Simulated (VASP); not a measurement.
# Si11SbS24 (a cell with a defect) in VASP: single point with PBE

Aim: the single point of Si11SbS24 (a cell with a defect) with PBE.

Everything below comes from runs of VASP 6.6.1. Logs are shortened: lines on timing, memory, paths and dates and some standing lists are left out, and cuts for length are marked.

## 1. The cell of the first run

The cell holds a defect, 36 atoms: a = 9.994 Å, b = 11.048 Å, c = 12.365 Å, α = 116.12°, β = 97.52°, γ = 123.56°.

## 2. Single point, PBE

Input file INCAR:

```
SYSTEM = Si11SbS24
  PREC = Accurate
  ENCUT = 520
  EDIFF = 1E-6
  ISMEAR = -1
  SIGMA = 0.01
  LREAL = Auto
  LASPH = .TRUE.
  NELM = 100
  ALGO = Normal
  ISIF = 2
  LWAVE = .FALSE.
  LCHARG = .FALSE.
  GGA = PE
  NELECT = 192.0
  NBANDS = 120
```

Input file KPOINTS:

```
Automatic mesh
0
G
  3 3 2
  0 0 0
```

Input file POSCAR:

```
Si11SbS24
1.0
   -2.7820000000      4.7725000000      8.3280000000
    5.5640000000     -9.5450000000      0.0000000000
    5.5640000000      9.5450000000     -5.5520000000
Sb Si S
1 11 24
Direct
    0.5000000000      0.2500000000      0.0000000000
    0.5000000000      0.2500000000      0.5000000000
    0.8333333333      0.9166666667      0.0000000000
    0.8333333333      0.9166666667      0.5000000000
    0.1666666667      0.5833333333      0.0000000000
    0.1666666667      0.5833333333      0.5000000000
    0.1666666667      0.0833333333      0.0000000000
    0.1666666667      0.0833333333      0.5000000000
    0.5000000000      0.7500000000      0.0000000000
    0.5000000000      0.7500000000      0.5000000000
    0.8333333333      0.4166666667      0.0000000000
    0.8333333333      0.4166666667      0.5000000000
    0.1090000000      0.0998000000      0.1635000000
    0.1090000000      0.0998000000      0.6635000000
    0.4423333333      0.7664666667      0.1635000000
    0.4423333333      0.7664666667      0.6635000000
    0.7756666667      0.4331333333      0.1635000000
    0.7756666667      0.4331333333      0.6635000000
    0.5576666667      0.2335333333      0.3365000000
    0.5576666667      0.2335333333      0.8365000000
    0.8910000000      0.9002000000      0.3365000000
    0.8910000000      0.9002000000      0.8365000000
    0.2243333333      0.5668666667      0.3365000000
    0.2243333333      0.5668666667      0.8365000000
    0.3031333333      0.9880666667      0.4547000000
    0.3031333333      0.9880666667      0.9547000000
    0.6364666667      0.6547333333      0.4547000000
    0.6364666667      0.6547333333      0.9547000000
    0.9698000000      0.3214000000      0.4547000000
    0.9698000000      0.3214000000      0.9547000000
    0.3635333333      0.3452666667      0.0453000000
    0.3635333333      0.3452666667      0.5453000000
    0.6968666667      0.0119333333      0.0453000000
    0.6968666667      0.0119333333      0.5453000000
    0.0302000000      0.6786000000      0.0453000000
    0.0302000000      0.6786000000      0.5453000000
```

Potentials or basis: VASP PAW PBE potentials, release 64 (Sb, Si, S).

Command:

```sh
> cat potpaw_PBE.64/Sb/POTCAR potpaw_PBE.64/Si/POTCAR potpaw_PBE.64/S/POTCAR > POTCAR
> mpirun -np 1 vasp_std > vasp.out
```

OUTCAR:

```text
SYSTEM = Si11SbS24
   PREC = Accurate
   ENCUT = 520
   EDIFF = 1E-6
   ISMEAR = -1
   LREAL = Auto
   LASPH = .TRUE.
   NELM = 100
   ISIF = 2
   GGA = PE
   NELECT = 192.0

 ion  position               nearest neighbor table
   1  0.500  0.250  0.000-  26 2.13  20 2.13  17 2.13  31 2.13   7 2.78  11 2.78
   2  0.500  0.250  0.500-  25 2.13  19 2.13  18 2.13  32 2.13   8 2.78  12 2.78
   3  0.833  0.917  0.000-  33 2.13  22 2.13  13 2.13  28 2.13   9 2.78   7 2.78
   4  0.833  0.917  0.500-  34 2.13  21 2.13  14 2.13  27 2.13  10 2.78   8 2.78
   5  0.167  0.583  0.000-  15 2.13  30 2.13  24 2.13  35 2.13   9 2.78  11 2.78
   6  0.167  0.583  0.500-  16 2.13  29 2.13  23 2.13  36 2.13  10 2.78  12 2.78
   7  0.167  0.083  0.000-  26 2.13  13 2.13  22 2.13  31 2.13   1 2.78   3 2.78
   8  0.167  0.083  0.500-  25 2.13  14 2.13  21 2.13  32 2.13   2 2.78   4 2.78
   9  0.500  0.750  0.000-  33 2.13  15 2.13  24 2.13  28 2.13   3 2.78   5 2.78
  10  0.500  0.750  0.500-  34 2.13  16 2.13  23 2.13  27 2.13   4 2.78   6 2.78
  11  0.833  0.417  0.000-  20 2.13  35 2.13  17 2.13  30 2.13   1 2.78   5 2.78
  12  0.833  0.417  0.500-  19 2.13  36 2.13  18 2.13  29 2.13   2 2.78   6 2.78
  13  0.109  0.100  0.163-   7 2.13   3 2.13
  14  0.109  0.100  0.663-   8 2.13   4 2.13
  15  0.442  0.766  0.163-   5 2.13   9 2.13
  16  0.442  0.766  0.663-   6 2.13  10 2.13
  17  0.776  0.433  0.163-  11 2.13   1 2.13
  18  0.776  0.433  0.663-  12 2.13   2 2.13
[... 16 lines left out ...]
  35  0.030  0.679  0.045-  11 2.13   5 2.13
  36  0.030  0.679  0.545-  12 2.13   6 2.13

  LATTYP: Found a triclinic cell.
 ALAT       =    22.9380522277
 B/A-ratio  =     0.6853418487
 C/A-ratio  =     0.8815810452
 COS(alpha) =     0.0020980567
 COS(beta)  =     0.5012836061
 COS(gamma) =     0.8577870751

  Lattice vectors:

 A1 = (  22.2560000000,  -0.0000000000,   5.5520000000)
 A2 = (  11.1280000000,  -0.0000000000,  11.1040000000)
 A3 = (  13.9100000000,  -4.7725000000, -13.8800000000)

Analysis of symmetry for initial positions (statically):
=====================================================================
 Subroutine PRICEL returns:
 Original cell was already a primitive cell.

 Routine SETGRP: Setting up the symmetry group for a
 triclinic supercell.

 Subroutine GETGRP returns: Found  1 space group operations
 (whereof  1 operations were pure point group operations)
 out of a pool of  2 trial point group operations.

The static configuration has the point symmetry C_1 .

Analysis of symmetry for dynamics (positions and initial velocities):
=====================================================================
 Subroutine PRICEL returns:
 Original cell was already a primitive cell.

 Routine SETGRP: Setting up the symmetry group for a
 triclinic supercell.

 Subroutine GETGRP returns: Found  1 space group operations
 (whereof  1 operations were pure point group operations)
 out of a pool of  2 trial point group operations.

The dynamic configuration has the point symmetry C_1 .

 Subroutine INISYM returns: Found  1 space group operations
 (whereof  1 operations are pure point group operations),
 and found     1 'primitive' translations

----------------------------------------------------------------------------------------

                                     Primitive cell

  volume of cell :     884.5732

  direct lattice vectors                    reciprocal lattice vectors
    -2.782000000  4.772500000  8.328000000     0.059908938  0.034922298  0.120076849
     5.564000000 -9.545000000  0.000000000     0.119817877 -0.034922298  0.060038425
     5.564000000  9.545000000 -5.552000000     0.089863408  0.052383447  0.000000000

  length of vectors
     9.993591159 11.048308513 12.364862514     0.138661810  0.138493693  0.104016621

  position of ions in fractional coordinates (direct lattice)
     0.500000000  0.250000000  0.000000000
     0.500000000  0.250000000  0.500000000
     0.833333333  0.916666667  0.000000000
     0.833333333  0.916666667  0.500000000
     0.166666667  0.583333333  0.000000000
     0.166666667  0.583333333  0.500000000
[... 28 lines left out ...]
     0.030200000  0.678600000  0.045300000
     0.030200000  0.678600000  0.545300000

  ion indices of the primitive-cell ions
   primitive index   ion index
                 1           1
                 2           2
                 3           3
                 4           4
                 5           5
                 6           6
[... 28 lines left out ...]
                35          35
                36          36

----------------------------------------------------------------------------------------

 KPOINTS: Automatic mesh

Automatic generation of k-mesh.
 Grid dimensions read from file:
 generate k-points for:    3    3    2

 Generating k-lattice:

  Cartesian coordinates                     Fractional coordinates (reciprocal lattice)
     0.019969646  0.011640766  0.040025616     0.333333333  0.000000000 -0.000000000
     0.039939292 -0.011640766  0.020012808     0.000000000  0.333333333  0.000000000
     0.044931704  0.026191723  0.000000000     0.000000000  0.000000000  0.500000000

  Length of vectors
     0.046220603  0.046164564  0.052008311

  Shift w.r.t. Gamma in fractional coordinates (k-lattice)
     0.000000000  0.000000000  0.000000000

 Subroutine IBZKPT returns following result:
 ===========================================

 Found     10 irreducible k-points:

 Following reciprocal coordinates:
            Coordinates               Weight
  0.000000  0.000000  0.000000      1.000000
  0.333333 -0.000000 -0.000000      2.000000
  0.000000  0.333333 -0.000000      2.000000
  0.333333  0.333333 -0.000000      2.000000
 -0.333333  0.333333  0.000000      2.000000
  0.000000 -0.000000  0.500000      1.000000
  0.333333 -0.000000  0.500000      2.000000
  0.000000  0.333333  0.500000      2.000000
  0.333333  0.333333  0.500000      2.000000
 -0.333333  0.333333  0.500000      2.000000
   k-points           NKPTS =     10   k-points in BZ     NKDIM =     10   number of bands    NBANDS=    120
   number of dos      NEDOS =    301   number of ions     NIONS =     36
   total plane-waves  NPLWV = 645120
   dimension x,y,z NGX =    80 NGY =   84 NGZ =   96
   dimension x,y,z NGXF=   160 NGYF=  168 NGZF=  192
   ions per type =               1  11  24
   NGX,Y,Z   is equivalent  to a cutoff of  13.31, 12.64, 12.91 a.u.
   NGXF,Y,Z  is equivalent  to a cutoff of  26.62, 25.28, 25.81 a.u.
 SYSTEM =  Si11SbS24
   PREC   = accura    normal or accurate (medium, high low for compatibility)
   ISTART =      0    job   : 0-new  1-cont  2-samecut
   ICHARG =      2    charge: 1-file 2-atom 10-const
   ISPIN  =      1    spin polarized calculation?
   LNONCOLLINEAR =      F non collinear calculations
   LSORBIT =      F    spin-orbit coupling
   LASPH  =      T    aspherical Exc in radial PAW
   ENCUT  =  520.0 eV  38.22 Ry    6.18 a.u.  18.58 20.54 22.99*2*pi/ulx,y,z
   NELM   =    100;   NELMIN=  2; NELMDL= -5     # of ELM steps
   EDIFF  = 0.1E-05   stopping-criterion for ELM
   LREAL  =      T    real-space projection
   EDIFFG = 0.1E-04   stopping-criterion for IOM
   NSW    =      0    number of steps for IOM
   IBRION =     -1    ionic relax: 0-MD 1-quasi-New 2-CG
   NFREE  =      0    steps in history (QN), initial steepest desc. (CG)
   ISIF   =      2    stress and relaxation
   ISYM   =      2    0-nonsym 1-usesym 2-fastsym
   POTIM  = 0.5000    time-step for ionic-motion
   TEBEG  =    0.0;   TEEND  =   0.0 temperature during run
   PSTRESS=    0.0 pullay stress
   NELECT =     192.0000    total number of electrons
   NUPDOWN=      -1.0000    fix difference up-down
   EMIN   =  10.00;   EMAX   =-10.00  energy-range for DOS
   EFERMI =   0.00;   METHOD = LEGACY
   ISMEAR =    -1;   SIGMA  =   0.01  broadening in eV -4-tet -1-fermi 0-gaus
   EFERMI_NEDOS =   21; number of points for ismear=-14 and -15
   IALGO  =     38    algorithm
   IMIX   =      4    mixing-type and parameters
     AMIX     =   0.40;   BMIX     =  1.00
     AMIX_MAG =   1.60;   BMIX_MAG =  1.00
  volume/ion in A,a.u.               =      24.57       165.82
  Fermi-wavevector in a.u.,A,eV,Ry     =   0.983854  1.859214 13.170013  0.967969
  Thomas-Fermi vector in A             =   2.115043
   LORBIT       =      0    0 simple, 1 ext, 2 COOP (PROOUT), +10 PAW based schemes
   GGA     = PE    functional components
   LHFCALC =     F    Hartree Fock is set to
   AEXX    =    0.0000 exact exchange contribution
   IVDW    =     0    specifies the selected vdW correction
   LEPSILON=     F    determine dielectric tensor
   LRPA    =     F    only Hartree local field effects (RPA)
 non-spin polarized calculation
  energy-cutoff  :      520.00
  volume of cell :      884.57
 maximum number of plane-waves:     23861
 NGX is ok and might be reduce to    80
   NGX = 37   NGY = 41   NGZ = 45

 number of electron     192.0000003 magnetization

 Free energy of the ion-electron system (eV)
  ---------------------------------------------------
  ext. energy  EPLUGINS =         0.00000000
  ---------------------------------------------------
  free energy    TOTEN  =      -184.46457484 eV

  energy without entropy =     -184.46457484  energy(sigma->0) =     -184.46457484

 E-fermi :   2.6706     XC(G=0):  -8.2735

 val. band max:        2.4417384815   @ k =   0.3333   0.3333   0.5000
 cond. band min:       4.8381896357   @ k =   0.3333  -0.0000  -0.0000
 fundamental gap:      2.3964511542
 Fermi energy:         2.6706439691

 k-point     1 :       0.0000    0.0000    0.0000
  band No.  band energies     occupation
      1     -14.1375      2.00000
      2     -12.4762      2.00000
      3     -12.0733      2.00000
      4     -11.9595      2.00000
      5     -11.5558      2.00000
      6     -11.5411      2.00000
[... 100 lines left out ...]
    107       6.2212      0.00000
    108       6.4641      0.00000
[... 997 lines left out ...]
    107       6.4991      0.00000
    108       6.5816      0.00000
 [bands above 108 left out]

------------------------ aborting loop because EDIFF is reached ----------------------------------------

  FORCE on cell =-STRESS in cart. coord.  units (eV):
  Direction    XX          YY          ZZ          XY          YZ          ZX
  --------------------------------------------------------------------------------------
  -------------------------------------------------------------------------------------
  Total       18.2533581     17.5773405     27.4219299     -0.0324816     -0.0020992      0.0128360
  in kB       33.0612745     31.8368419     49.6677896     -0.0588320     -0.0038022      0.0232491
  external PRESSURE =      38.1886353 kB  Pullay stress =       0.0000000 kB

 VOLUME and BASIS-vectors are now :
 -----------------------------------------------------------------------------
  energy-cutoff  :      520.00
  volume of cell :      884.57
      direct lattice vectors                 reciprocal lattice vectors
    -2.782000000  4.772500000  8.328000000     0.059908938  0.034922298  0.120076849
     5.564000000 -9.545000000  0.000000000     0.119817877 -0.034922298  0.060038425
     5.564000000  9.545000000 -5.552000000     0.089863408  0.052383447  0.000000000

 POSITION                                       TOTAL-FORCE (eV/Angst)
 -----------------------------------------------------------------------------------
      0.00000      0.00000      4.16400        -0.000034     -0.002924      0.010078
      2.78200      4.77250      1.38800         0.060488     -0.040923     -0.102347
      2.78200     -4.77250      6.94000         0.001432     -0.000895     -0.112426
      5.56400     -0.00000      4.16400         0.014252     -0.037247     -0.110988
      2.78200     -4.77250      1.38800        -0.002134      0.003646      0.309402
      5.56400      0.00000     -1.38800        -0.074084      0.078441     -0.016652
[... 28 lines left out ...]
      3.94376     -5.90072      0.00000         0.175981     -0.133141     -0.353222
      6.72576     -1.12822     -2.77600         0.230589     -0.255239     -0.005764
 -----------------------------------------------------------------------------------
    total drift:                               -0.001348     -0.000748     -0.002256

  FREE ENERGIE OF THE ION-ELECTRON SYSTEM (eV)
  ---------------------------------------------------
  free  energy   TOTEN  =      -184.4645748353 eV

  energy  without entropy=     -184.4645748353  energy(sigma->0) =     -184.46457484
```

Wall time 36 min (1 thread of AMD EPYC 9R45 (Zen 5), shared host); peak memory 1.5 GiB.

What came out:

| Property | Result |
| --- | --- |
| Free energy | -184.4646 eV |
| Largest force | 5.714 eV/Å |

Forces on the atoms (eV/Å):
```
Sb   0.000 -0.003  0.010
Si   0.060 -0.041 -0.102
Si   0.001 -0.001 -0.112
Si   0.014 -0.037 -0.111
Si  -0.002  0.004  0.309
Si  -0.074  0.078 -0.017
Si   0.003  0.000 -1.985
Si   0.013 -0.047  0.107
Si   0.001 -0.002 -0.126
Si   0.033 -0.059  0.046
Si  -0.004  0.003  1.907
Si  -0.046  0.106  0.069
S    0.170  0.148  0.327
S    0.218  0.187  0.014
S    0.173  0.194 -0.063
S    0.215  0.177 -0.001
S    3.298  3.175  3.419
S    0.171  0.147 -0.008
S   -0.218 -0.188  0.023
S   -3.297 -3.173  3.417
S   -0.188 -0.151 -0.006
S   -0.172 -0.150  0.331
S   -0.198 -0.173 -0.013
S   -0.172 -0.195 -0.066
S   -0.194  0.229  0.009
S   -3.296  3.160 -3.401
S   -0.223  0.205  0.008
S   -0.176  0.138  0.067
S   -0.160  0.132 -0.013
S   -0.172  0.128 -0.356
S    3.295 -3.158 -3.403
S    0.171 -0.158 -0.006
S    0.174 -0.135  0.067
S    0.175 -0.152  0.017
S    0.176 -0.133 -0.353
S    0.231 -0.255 -0.006
```

Caveat: the cell carries a net charge on a neutralising background, which shifts energy and pressure; the cell is charged against a uniform background, so pressure and absolute levels hang on convention; spin-orbit coupling is left out, which moves the levels of the heavy elements.
